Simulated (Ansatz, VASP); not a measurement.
# One calculation of Si3Cl2, two programs

```
CELL_PARAMETERS angstrom
5.19904 0.00000 0.00000
-2.59952 4.50250 0.00000
0.00000 0.00000 4.84904
ATOMIC_POSITIONS crystal
Si 0.50000 0.00000 0.57386
Si 0.00000 0.50000 0.57386
Si 0.50000 0.50000 0.57386
Cl 0.33333 0.66667 0.03985
Cl 0.66667 0.33333 0.03985
```

Alike in both runs: functional PBE; k mesh 4 × 4 × 3; occupations gaussian, width 0.2 eV; no spin polarisation.

Ansatz relaxed the structure, and its values are those at the end. VASP's run is a single point on that final structure, the one shown.

|  | VASP | Ansatz |
| --- | --- | --- |
| version | VASP 6.6.1 | Ansatz 0.2.0 |
| potentials or method | VASP PAW PBE potentials, release 64 (Si, Cl), cutoff 500 eV | scalar-relativistic, plane waves, PAW |
| valence electrons in the cell | 26 | 26 |

```tsv
	VASP	Ansatz	Ansatz less VASP
gap on the k mesh at the Fermi level (eV)	none	none	-
pressure (GPa)	0.1	0.1	+0.05
rms of the force components (eV/Å)	0.018	0.020	+0.0024
```

A gap of «none» marks a metal or a gap that the smearing closes.

The k mesh is coarse, so the values compare programs but aren't converged.
